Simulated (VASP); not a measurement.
# BeB3 (I4/mmm) in VASP: single point with PBEsol

Aim: the single point of BeB3 with PBEsol.

Everything below comes from runs of VASP 6.6.1. Logs are shortened: lines on timing, memory, paths and dates and some standing lists are left out, and cuts for length are marked.

## (1) The cell of the first run

Symmetry: I4/mmm, No. 139, tetragonal system. The conventional cell has a = 3.389 Å, b = 3.389 Å, c = 6.720 Å, α = 90.00°, β = 90.00°, γ = 90.00°. Within 3.2 Å of Be (site symmetry 4/mmm) lie 12 B at 2.39 to 2.40 Å. B (site symmetry -4m2) has 4 Be at 2.39 Å and 8 B at 2.39 to 2.40 Å within 3.2 Å. B (site symmetry 4/mmm) has 8 B at 2.39 Å and 4 Be at 2.40 Å within 3.2 Å.

## (2) Single point, PBEsol (Al replaced by B, lengths x 0.855, strained)

Input file INCAR:

```
  PREC = Accurate
  ENCUT = 520
  EDIFF = 1E-6
  ISMEAR = 0
  SIGMA = 0.1
  LREAL = False
  LASPH = True
  NELM = 80
  ALGO = Normal
  ISIF = 2
  LWAVE = False
  LCHARG = False
  GGA = PS
  NBANDS = 14
```

Input file KPOINTS:

```
regular mesh
0
Gamma
  18 18 18
```

Input file POSCAR:

```
BeB3
1.0
   -1.6942713090      1.6942713090      3.3602008223
    1.6942713090     -1.6942713090      3.3602008223
    1.6942713090      1.6942713090     -3.3602008223
Be B
1 3
Direct
    0.0000000000      0.0000000000      0.0000000000
    0.7500000000      0.2500000000      0.5000000000
    0.2500000000      0.7500000000      0.5000000000
    0.5000000000      0.5000000000      0.0000000000
```

Potentials or basis: VASP PAW PBE potentials, release 64 (Be, B).

Run with:

```console
cat potpaw_PBE.64/Be/POTCAR potpaw_PBE.64/B/POTCAR > POTCAR
mpirun -np 1 vasp_std > vasp.out
```

OUTCAR:

```text
PREC = Accurate
   ENCUT = 520
   EDIFF = 1E-6
   ISMEAR = 0
   LREAL = False
   LASPH = True
   NELM = 80
   ISIF = 2
   GGA = PS

 ion  position               nearest neighbor table
   1  0.000  0.000  0.000-
   2  0.750  0.250  0.500-
   3  0.250  0.750  0.500-
   4  0.500  0.500  0.000-

  LATTYP: Found a body centered tetragonal cell.
 ALAT       =     3.3885426180
 C/A-ratio  =     1.9832719851

  Lattice vectors:

 A1 = (  -1.6942713090,   1.6942713090,   3.3602008223)
 A2 = (   1.6942713090,  -1.6942713090,   3.3602008223)
 A3 = (   1.6942713090,   1.6942713090,  -3.3602008223)

Analysis of symmetry for initial positions (statically):
=====================================================================
 Subroutine PRICEL returns:
 Original cell was already a primitive cell.

 Routine SETGRP: Setting up the symmetry group for a
 body centered tetragonal supercell.

 Subroutine GETGRP returns: Found 16 space group operations
 (whereof 16 operations were pure point group operations)
 out of a pool of 16 trial point group operations.

The static configuration has the point symmetry D_4h.

Analysis of symmetry for dynamics (positions and initial velocities):
=====================================================================
 Subroutine PRICEL returns:
 Original cell was already a primitive cell.

 Routine SETGRP: Setting up the symmetry group for a
 body centered tetragonal supercell.

 Subroutine GETGRP returns: Found 16 space group operations
 (whereof 16 operations were pure point group operations)
 out of a pool of 16 trial point group operations.

The dynamic configuration has the point symmetry D_4h.

 Subroutine INISYM returns: Found 16 space group operations
 (whereof 16 operations are pure point group operations),
 and found     1 'primitive' translations

----------------------------------------------------------------------------------------

                                     Primitive cell

  volume of cell :      38.5826

  direct lattice vectors                    reciprocal lattice vectors
    -1.694271309  1.694271309  3.360200822     0.000000000  0.295112121  0.148800630
     1.694271309 -1.694271309  3.360200822     0.295112121  0.000000000  0.148800630
     1.694271309  1.694271309 -3.360200822     0.295112121  0.295112121  0.000000000

  length of vectors
     4.126991653  4.126991653  4.126991653     0.330503845  0.330503845  0.417351564

  position of ions in fractional coordinates (direct lattice)
     0.000000000  0.000000000  0.000000000
     0.750000000  0.250000000  0.500000000
     0.250000000  0.750000000  0.500000000
     0.500000000  0.500000000  0.000000000

  ion indices of the primitive-cell ions
   primitive index   ion index
                 1           1
                 2           2
                 3           3
                 4           4

----------------------------------------------------------------------------------------

 KPOINTS: regular mesh

Automatic generation of k-mesh.
 Grid dimensions read from file:
 generate k-points for:   18   18   18

 Generating k-lattice:

  Cartesian coordinates                     Fractional coordinates (reciprocal lattice)
     0.000000000  0.016395118  0.008266702     0.055555556  0.000000000  0.000000000
     0.016395118  0.000000000  0.008266702     0.000000000  0.055555556  0.000000000
     0.016395118  0.016395118  0.000000000     0.000000000  0.000000000  0.055555556

  Length of vectors
     0.018361325  0.018361325  0.023186198

  Shift w.r.t. Gamma in fractional coordinates (k-lattice)
     0.000000000  0.000000000  0.000000000

 Subroutine IBZKPT returns following result:
 ===========================================

 Found    480 irreducible k-points:

 Following reciprocal coordinates:
            Coordinates               Weight
  0.000000  0.000000  0.000000      1.000000
  0.055556  0.000000 -0.000000      8.000000
  0.111111  0.000000 -0.000000      8.000000
  0.166667 -0.000000  0.000000      8.000000
  0.222222  0.000000 -0.000000      8.000000
  0.277778 -0.000000  0.000000      8.000000
[... 16 lines left out ...]
 -0.277778  0.055556 -0.000000     16.000000
 -0.222222  0.055556  0.000000     16.000000
 [... further k-points ...]
   k-points           NKPTS =    480   k-points in BZ     NKDIM =    480   number of bands    NBANDS=     14
   number of dos      NEDOS =    301   number of ions     NIONS =      4
   total plane-waves  NPLWV =  32768
   dimension x,y,z NGX =    32 NGY =   32 NGZ =   32
   dimension x,y,z NGXF=    64 NGYF=   64 NGZF=   64
   ions per type =               1   3
   NGX,Y,Z   is equivalent  to a cutoff of  12.89, 12.89, 12.89 a.u.
   NGXF,Y,Z  is equivalent  to a cutoff of  25.78, 25.78, 25.78 a.u.
 SYSTEM =  unknown system
   PREC   = accura    normal or accurate (medium, high low for compatibility)
   ISTART =      0    job   : 0-new  1-cont  2-samecut
   ICHARG =      2    charge: 1-file 2-atom 10-const
   ISPIN  =      1    spin polarized calculation?
   LNONCOLLINEAR =      F non collinear calculations
   LSORBIT =      F    spin-orbit coupling
   LASPH  =      T    aspherical Exc in radial PAW
   ENCUT  =  520.0 eV  38.22 Ry    6.18 a.u.   7.67  7.67  7.67*2*pi/ulx,y,z
   NELM   =     80;   NELMIN=  2; NELMDL= -5     # of ELM steps
   EDIFF  = 0.1E-05   stopping-criterion for ELM
   LREAL  =      F    real-space projection
   EDIFFG = 0.1E-04   stopping-criterion for IOM
   NSW    =      0    number of steps for IOM
   IBRION =     -1    ionic relax: 0-MD 1-quasi-New 2-CG
   NFREE  =      0    steps in history (QN), initial steepest desc. (CG)
   ISIF   =      2    stress and relaxation
   ISYM   =      2    0-nonsym 1-usesym 2-fastsym
   POTIM  = 0.5000    time-step for ionic-motion
   TEBEG  =    0.0;   TEEND  =   0.0 temperature during run
   PSTRESS=    0.0 pullay stress
   NELECT =      11.0000    total number of electrons
   NUPDOWN=      -1.0000    fix difference up-down
   EMIN   =  10.00;   EMAX   =-10.00  energy-range for DOS
   EFERMI =   0.00;   METHOD = LEGACY
   ISMEAR =     0;   SIGMA  =   0.10  broadening in eV -4-tet -1-fermi 0-gaus
   EFERMI_NEDOS =   21; number of points for ismear=-14 and -15
   IALGO  =     38    algorithm
   IMIX   =      4    mixing-type and parameters
     AMIX     =   0.40;   BMIX     =  1.00
     AMIX_MAG =   1.60;   BMIX_MAG =  1.00
  volume/ion in A,a.u.               =       9.65        65.09
  Fermi-wavevector in a.u.,A,eV,Ry     =   1.077479  2.036139 15.795824  1.160960
  Thomas-Fermi vector in A             =   2.213391
   LORBIT       =      0    0 simple, 1 ext, 2 COOP (PROOUT), +10 PAW based schemes
   GGA     = PS    functional components
   LHFCALC =     F    Hartree Fock is set to
   AEXX    =    0.0000 exact exchange contribution
   IVDW    =     0    specifies the selected vdW correction
   LEPSILON=     F    determine dielectric tensor
   LRPA    =     F    only Hartree local field effects (RPA)
 non-spin polarized calculation
 Gauss-broadening in eV      SIGMA  =   0.10
  energy-cutoff  :      520.00
  volume of cell :       38.58
 maximum number of plane-waves:      1052
   NGX = 15   NGY = 15   NGZ = 15

 number of electron      11.0000000 magnetization

 Free energy of the ion-electron system (eV)
  ---------------------------------------------------
  ext. energy  EPLUGINS =         0.00000000
  ---------------------------------------------------
  free energy    TOTEN  =       -19.02653972 eV

  energy without entropy =      -19.02069623  energy(sigma->0) =      -19.02361798

 E-fermi :   5.2229     XC(G=0): -10.7920

 val. band max:        5.2219468747   @ k =  -0.1111  -0.1111   0.1111
 cond. band min:       5.2245562942   @ k =  -0.1667  -0.3333   0.1667
 fundamental gap:      0.0026094195
 Fermi energy:         5.2229219280

 k-point     1 :       0.0000    0.0000    0.0000
  band No.  band energies     occupation
      1      -7.8897      2.00000
      2       1.4967      2.00000
      3       3.9246      2.00000
      4       3.9246      2.00000
      5       4.5718      2.00000
      6       4.8421      2.00000
      7       4.8421      2.00000
      8       5.8239      0.00000
      9       6.2474      0.00000
     10       7.3527      0.00000
     11      10.3928      0.00000
     12      10.5033      0.00000
     13      10.5033      0.00000
     14      17.0576      0.00000

 k-point     2 :       0.0556    0.0000   -0.0000
  band No.  band energies     occupation
      1      -7.8482      2.00000
      2       1.4350      2.00000
      3       3.4377      2.00000
      4       3.8670      2.00000
      5       4.3275      2.00000
      6       4.8612      2.00000
      7       4.9822      1.99934
      8       5.9621      0.00000
      9       6.7383      0.00000
     10       7.6071      0.00000
     11      10.3301      0.00000
     12      10.3459      0.00000
     13      10.6037      0.00000
     14      16.9656      0.00000

 k-point     3 :       0.1111    0.0000   -0.0000
  band No.  band energies     occupation
      1      -7.7240      2.00000
      2       1.2636      2.00000
      3       2.4633      2.00000
      4       3.7678      2.00000
      5       3.7742      2.00000
      6       5.1568      1.65031
      7       5.3260      0.14504
      8       6.1762      0.00000
      9       7.5062      0.00000
     10       8.3152      0.00000
     11       9.8719      0.00000
     12      10.2332      0.00000
     13      10.9117      0.00000
     14      16.6626      0.00000
[... 324 lines left out ...]
 k-point    23 :      -0.2778    0.0556   -0.0000
  band No.  band energies     occupation
      1      -6.8997      2.00000
      2      -0.6856      2.00000
      3       1.3784      2.00000
      4       1.8437      2.00000
      5       3.6735      2.00000
      6       5.8922      0.00000
      7       6.5432      0.00000
      8       7.1308      0.00000
      9       7.7942      0.00000
     10       8.9487      0.00000
     11      10.4478      0.00000
     12      11.2282      0.00000
     13      12.6977      0.00000
     14      14.6896      0.00000

 k-point    24 :      -0.2222    0.0556    0.0000
  band No.  band energies     occupation
      1      -7.2534      2.00000
      2       0.3507      2.00000
      3       1.5128      2.00000
      4       2.3313      2.00000
      5       3.6033      2.00000
      6       5.3790      0.02733
      7       6.1051      0.00000
      8       7.0005      0.00000
      9       8.0850      0.00000
     10       8.8431      0.00000
     11      10.1829      0.00000
     12      10.4455      0.00000
     13      12.0647      0.00000
     14      15.3981      0.00000

 [... further k-points ...]
[... 5 lines left out ...]
  --------------------------------------------------------------------------------------
  -------------------------------------------------------------------------------------
  Total      -10.7997639    -10.7997639     -9.0498111      0.0000000      0.0000000      0.0000000
  in kB     -448.4703195   -448.4703195   -375.8018871      0.0000000      0.0000000      0.0000000
  external PRESSURE =    -424.2475087 kB  Pullay stress =       0.0000000 kB

 VOLUME and BASIS-vectors are now :
 -----------------------------------------------------------------------------
  energy-cutoff  :      520.00
  volume of cell :       38.58
      direct lattice vectors                 reciprocal lattice vectors
    -1.694271309  1.694271309  3.360200822     0.000000000  0.295112121  0.148800630
     1.694271309 -1.694271309  3.360200822     0.295112121  0.000000000  0.148800630
     1.694271309  1.694271309 -3.360200822     0.295112121  0.295112121  0.000000000

 POSITION                                       TOTAL-FORCE (eV/Angst)
 -----------------------------------------------------------------------------------
      0.00000      0.00000      0.00000         0.000000      0.000000      0.000000
     -0.00000      1.69427      1.68010         0.000000     -0.000000      0.000000
      1.69427     -0.00000      1.68010        -0.000000      0.000000     -0.000000
      0.00000      0.00000      3.36020         0.000000      0.000000      0.000000
 -----------------------------------------------------------------------------------
    total drift:                               -0.000000     -0.000000      0.000000

  FREE ENERGIE OF THE ION-ELECTRON SYSTEM (eV)
  ---------------------------------------------------
  free  energy   TOTEN  =       -19.0265397244 eV

  energy  without entropy=      -19.0206962346  energy(sigma->0) =      -19.02361798
```

Run time: 4.1 min. Hardware: 1 thread of Intel Xeon 8259CL, shared host; peak memory 0.35 GiB.

Results:

```yaml
Free_energy: -19.0265 eV
Pressure: -42.4 GPa
Band_gap_on_the_k_mesh: zero (an odd number of electrons rules out a gap without spin polarisation)
```

Levels at points of the mesh, in eV from the Fermi level:
| k point | band 3 | band 4 | band 5 | band 6 | band 7 | band 8 |
| --- | --- | --- | --- | --- | --- | --- |
| (0.00, 0.00, 0.00) | -1.30 | -1.30 | -0.65 | -0.38 | -0.38 | 0.60 |
| (0.50, 0.00, 0.00) | -4.34 | -4.14 | -0.65 | 0.30 | 1.69 | 2.77 |
| (0.50, 0.50, 0.00) | -5.79 | -5.55 | -4.91 | -2.64 | 1.56 | 2.73 |
| (0.50, 0.50, 0.50) | -3.84 | -3.84 | -1.24 | 1.16 | 4.43 | 4.97 |

Caveat: the cell differs from its parent crystal (Al replaced by B, lengths x 0.855, strained); the cell stands under tension; the PAW data sets were made with another functional, which shifts forces and pressure a little.
